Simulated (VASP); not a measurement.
# Al (Cmcm) in VASP: further runs, part 2 of 2

VASP 6.6.1. The steps go on from the part before.

## Step 4: Single point, PBE

This run uses another cell than the first one, of 16.04 Å³/atom, 1.028 times its volume.

INCAR reads:

```
SYSTEM = Al
  ALGO = Fast
  EDIFF = 1E-6
  ENCUT = 520
  GGA = PE
  ISIF = 2
  ISMEAR = 0
  LASPH = .True.
  LCHARG = .False.
  LREAL = .False.
  LWAVE = .False.
  NBANDS = 10
  NELM = 100
  PREC = Accurate
  SIGMA = 0.15
```

KPOINTS reads:

```
k-points
0
Gamma
  20 20 12
  0 0 0
```

POSCAR reads:

```
Al
1.0
   -1.5743227167      1.5743227167      1.6175102401
    1.5743227167     -1.5743227167      1.6175102401
    3.1486454333      3.1486454333      0.0000000000
Al
2
Direct
    0.0977047079     -0.0977047079      0.0000000000
    0.4022952921      0.5977047079      0.5000000000
```

Potentials or basis: VASP PAW PBE potentials, release 64 (Al).

Started as:

```sh
$ cat potpaw_PBE.64/Al/POTCAR > POTCAR
$ mpirun -np 1 vasp_std > vasp.out
```

OUTCAR:

```text
SYSTEM = Al
   EDIFF = 1E-6
   ENCUT = 520
   GGA = PE
   ISIF = 2
   ISMEAR = 0
   LASPH = .True.
   LREAL = .False.
   NELM = 100
   PREC = Accurate

 ion  position               nearest neighbor table
   1  0.098  0.902  0.000-   2 2.61   2 2.61   2 2.89   2 2.89   2 2.89   2 2.89
   2  0.402  0.598  0.500-   1 2.61   1 2.61   1 2.89   1 2.89   1 2.89   1 2.89

  LATTYP: Found a base centered orthorhombic cell.
 ALAT       =     3.2350204802
 B/A-ratio  =     1.3764540603
 C/A-ratio  =     1.3764540602

  Lattice vectors:

 A1 = (  -1.5743227167,   1.5743227167,   1.6175102401)
 A2 = (   1.5743227167,  -1.5743227167,   1.6175102401)
 A3 = (   3.1486454333,   3.1486454333,   0.0000000000)

Analysis of symmetry for initial positions (statically):
=====================================================================
 Subroutine PRICEL returns:
 Original cell was already a primitive cell.

 Routine SETGRP: Setting up the symmetry group for a
 base centered orthorhombic supercell.

 Subroutine GETGRP returns: Found  8 space group operations
 (whereof  4 operations were pure point group operations)
 out of a pool of  8 trial point group operations.

[... 174 lines left out ...]
      1      -3.0587      2.00000
      2       3.8802      2.00000
      3       4.5728      2.00000
      4      16.2786      0.00000
      5      16.2983      0.00000
      6      17.6460      0.00000
      7      18.9198      0.00000
      8      22.1663      0.00000
      9      22.7043      0.00000
     10      22.9440      0.00000
[... 287 lines left out ...]
 k-point    24 :      -0.3500    0.0500    0.0000
  band No.  band energies     occupation
      1      -0.6249      2.00000
      2       6.0986      2.00000
      3       6.1176      2.00000
      4       7.1464      2.00000
      5      12.9212      0.00000
      6      13.4026      0.00000
      7      16.3123      0.00000
      8      18.1235      0.00000
      9      21.7565      0.00000
     10      22.0976      0.00000

 [... further k-points ...]

------------------------ aborting loop because EDIFF is reached ----------------------------------------

  FORCE on cell =-STRESS in cart. coord.  units (eV):
  Direction    XX          YY          ZZ          XY          YZ          ZX
  --------------------------------------------------------------------------------------
  -------------------------------------------------------------------------------------
  Total        1.9377010      1.9377010      0.2148916     -0.0107141      0.0000000     -0.0000000
  in kB       96.7994274     96.7994274     10.7350842     -0.5352310      0.0000000     -0.0000000
  external PRESSURE =      68.1113130 kB  Pullay stress =       0.0000000 kB

 VOLUME and BASIS-vectors are now :
 -----------------------------------------------------------------------------
  energy-cutoff  :      520.00
  volume of cell :       32.07
      direct lattice vectors                 reciprocal lattice vectors
    -1.574322717  1.574322717  1.617510240    -0.158798445  0.158798445  0.309117054
     1.574322717 -1.574322717  1.617510240     0.158798445 -0.158798445  0.309117054
     3.148645433  3.148645433  0.000000000     0.158798445  0.158798445  0.000000000

 POSITION                                       TOTAL-FORCE (eV/Angst)
 -----------------------------------------------------------------------------------
      1.26669     -1.26669      1.61751         0.380760     -0.380760      0.000000
      1.88196      1.26669      1.61751        -0.380760      0.380760      0.000000
 -----------------------------------------------------------------------------------
    total drift:                                0.000000     -0.000000     -0.000000

  FREE ENERGIE OF THE ION-ELECTRON SYSTEM (eV)
  ---------------------------------------------------
  free  energy   TOTEN  =        -7.2459204508 eV

  energy  without entropy=       -7.2372810715  energy(sigma->0) =       -7.24160076
```

OSZICAR:

```text
N       E                     dE             d eps       ncg     rms          rms(c)
DAV:   1     0.321651555911E+00    0.32165E+00   -0.22567E+03 15548   0.457E+02
DAV:   2    -0.713057965459E+01   -0.74522E+01   -0.71767E+01 20204   0.553E+01
DAV:   3    -0.729394258717E+01   -0.16336E+00   -0.16239E+00 20538   0.670E+00
DAV:   4    -0.729463739575E+01   -0.69481E-03   -0.69475E-03 18632   0.488E-01
DAV:   5    -0.729464351736E+01   -0.61216E-05   -0.61216E-05 18650   0.451E-02    0.197E+00
RMM:   6    -0.726547943186E+01    0.29164E-01   -0.26053E-03 15777   0.282E-01    0.116E+00
RMM:   7    -0.724601798544E+01    0.19461E-01   -0.73147E-03 16409   0.465E-01    0.140E-01
RMM:   8    -0.724591985565E+01    0.98130E-04   -0.41210E-04 17214   0.137E-01    0.206E-02
RMM:   9    -0.724592042929E+01   -0.57364E-06   -0.69983E-05 17944   0.557E-02    0.309E-02
RMM:  10    -0.724592224013E+01   -0.18108E-05   -0.14958E-05 18114   0.265E-02    0.344E-02
RMM:  11    -0.724592041393E+01    0.18262E-05   -0.48930E-06 17725   0.133E-02    0.124E-02
RMM:  12    -0.724592045079E+01   -0.36861E-07   -0.92549E-07 13897   0.678E-03
   1 F= -.72459205E+01 E0= -.72416008E+01  d E =-.863938E-02
```

stdout:

```text
POSCAR found type information on POSCAR Al
 POSCAR found :  1 types and       2 ions
 scaLAPACK will be used
 LDA part: xc-table for (Slater+PW92), standard interpolation
 POSCAR, INCAR and KPOINTS ok, starting setup
 FFT: planning ... GRIDC
 FFT: planning ... GRID_SOFT
 FFT: planning ... GRID
 WAVECAR not read
 entering main loop
```

It took 2.2 min on 1 thread of Intel Xeon Platinum 8488C (Sapphire Rapids), shared host; peak memory 0.3 GiB.

Results:

```yaml
Free_energy: -7.2459 eV
Pressure: 6.8 GPa
Largest_force: 0.538 eV/Å
Band_gap_on_the_k_mesh: zero (band 3 reaches 13.51 eV, above the bottom of band 4 at 4.40 eV)
```

Forces in eV/Å, atoms in the order of the input:
```
Al   0.381 -0.381  0.000
Al  -0.381  0.381  0.000
```

Stress tensor (GPa, compression positive):
```
 9.68 -0.05  0.00
-0.05  9.68  0.00
 0.00  0.00  1.07
```

## Step 5: Single point, PBE

This run uses another cell than the first one, of 16.04 Å³/atom, 1.028 times its volume.

INCAR reads:

```
SYSTEM = Al
PREC = Accurate ; ENCUT = 520
EDIFF = 1E-6 ; ISMEAR = 0
SIGMA = 0.15 ; LREAL = .FALSE.
LASPH = .TRUE. ; NELM = 80
ALGO = Fast ; ISIF = 2
LWAVE = .FALSE. ; LCHARG = .FALSE.
GGA = PE ; NBANDS = 10
```

KPOINTS reads:

```
Automatic mesh
0
G
  20 20 12
  0 0 0
```

POSCAR reads:

```
Al
1.0
   -1.5743227167      1.5743227167      1.6175102401
    1.5743227167     -1.5743227167      1.6175102401
    3.1486454333      3.1486454333      0.0000000000
Al
2
Direct
    0.0586228248     -0.0586228248      0.0000000000
    0.4413771752      0.5586228248      0.5000000000
```

Started as:

```sh
$ cat potpaw_PBE.64/Al/POTCAR > POTCAR
$ mpirun -np 1 vasp_std > vasp.out
```

Run time: 99 s. Hardware: 1 thread of Intel Xeon Platinum 8488C (Sapphire Rapids), shared host; peak memory 0.3 GiB.

It converged, with:

```yaml
Free_energy: -7.3235 eV
Pressure: 4.6 GPa
Largest_force: 0.015 eV/Å
Band_gap_on_the_k_mesh: zero (band 3 reaches 13.72 eV, above the bottom of band 4 at 4.37 eV)
```

Forces in eV/Å, atoms in the order of the input:
```
Al  -0.011  0.011  0.000
Al   0.011 -0.011  0.000
```

Stress tensor (GPa, compression positive):
```
 5.25 -1.17  0.00
-1.17  5.25  0.00
 0.00  0.00  3.26
```

Levels at points of the mesh, in eV from the Fermi level:
| k point | band 1 | band 2 | band 3 | band 4 | band 5 | band 6 | band 7 |
| --- | --- | --- | --- | --- | --- | --- | --- |
| (0.00, 0.00, 0.00) | -11.32 | -4.35 | -3.71 | 7.99 | 8.04 | 9.58 | 11.07 |
| (0.50, 0.00, 0.00) | -6.22 | -5.83 | 0.23 | 1.13 | 1.36 | 1.58 | 7.66 |
| (0.50, 0.50, 0.00) | -4.31 | -3.83 | 1.45 | 2.32 | 2.63 | 2.77 | 2.78 |
| (0.00, 0.00, 0.50) | -9.47 | -9.47 | 4.64 | 4.64 | 9.23 | 9.23 | 10.13 |
| (0.50, 0.00, 0.50) | -4.52 | -4.52 | -3.92 | -3.92 | 8.61 | 8.61 | 8.79 |
| (0.50, 0.50, 0.50) | -2.82 | -2.82 | -1.68 | -1.68 | 3.09 | 3.09 | 5.13 |

## Step 6: Single point, PBE

This run uses another cell than the first one, of 16.04 Å³/atom, 1.028 times its volume.

Changes to INCAR since step 5:

```diff
@@ -4,3 +4,3 @@
 SIGMA = 0.15 ; LREAL = .FALSE.
-LASPH = .TRUE. ; NELM = 80
+LASPH = .TRUE. ; NELM = 60
 ALGO = Fast ; ISIF = 2
```

KPOINTS is that of step 5.

POSCAR reads:

```
Al
1.0
   -1.5743227167      1.5743227167      1.6175102401
    1.5743227167     -1.5743227167      1.6175102401
    3.1486454333      3.1486454333      0.0000000000
Al
2
Direct
    0.0195409416     -0.0195409416      0.0000000000
    0.4804590584      0.5195409416      0.5000000000
```

Potentials or basis: VASP PAW PBE potentials, release 64 (Al).

Started as:

```sh
$ cat potpaw_PBE.64/Al/POTCAR > POTCAR
$ mpirun -np 1 vasp_std > vasp.out
```

It took 92 s on 1 thread of Intel Xeon Platinum 8488C (Sapphire Rapids), shared host; peak memory 0.29 GiB.

Results (log left out):

```
Free energy            : -7.2941 eV
Pressure               : 4.1 GPa
Largest force          : 0.082 eV/Å
Band gap on the k mesh : zero (band 3 reaches 13.72 eV, above the bottom of band 4 at 4.34 eV)
```

Forces in eV/Å, atoms in the order of the input:
```
Al  -0.058  0.058  0.000
Al   0.058 -0.058  0.000
```

Stress tensor (GPa, compression positive):
```
 3.78 -0.34  0.00
-0.34  3.78  0.00
 0.00  0.00  4.85
```

Levels at points of the mesh, in eV from the Fermi level:
```
           k point  band 1  band 2  band 3  band 4  band 5  band 6
(0.00, 0.00, 0.00)  -11.33   -4.34   -3.72    7.97    8.04    9.72
(0.50, 0.00, 0.00)   -6.10   -5.96    0.52    0.82    1.45    1.53
(0.50, 0.50, 0.00)   -4.33   -3.73    1.42    2.19    2.23    2.75
(0.00, 0.00, 0.50)   -9.48   -9.48    4.66    4.66    9.43    9.43
(0.50, 0.00, 0.50)   -4.48   -4.48   -3.97   -3.97    8.56    8.56
(0.50, 0.50, 0.50)   -2.64   -2.64   -1.89   -1.89    3.06    3.06
```

## Step 7: Summary

| cell | further INCAR settings | gap on the mesh (eV) | pressure (GPa) | largest force (eV/Å) |
| --- | --- | --- | --- | --- |
| a = 2.727, b = 2.727, c = 4.392 Å, angles 90.0, 90.0, 107.3°, 2 atoms | ALGO = Fast; EDIFF = 1e-07; NBANDS = 10 | none | 10.1 | 0.65 |
| a = 2.727, b = 2.727, c = 4.392 Å, angles 90.0, 90.0, 107.3°, 2 atoms | ALGO = Fast; EDIFF = 1e-06; NBANDS = 10 | none | 8.4 | 0.28 |
| a = 2.752, b = 2.752, c = 4.453 Å, angles 90.0, 90.0, 108.0°, 2 atoms | ALGO = Fast; EDIFF = 1e-06; NBANDS = 10 | none | 4.1 | 0.08 |

Some of these runs hold the atoms at other places in the same cell, which the table doesn't show; runs alike in all that it shows share one row.

Alike in all rows: task single point; level PBE; potentials or basis VASP PAW PBE potentials, release 64 (Al); no spin polarisation; k mesh 20 × 20 × 12; cutoff (eV) 520; smearing gaussian 0.15 eV.

Absolute energies hang on the potentials; compare differences alone.
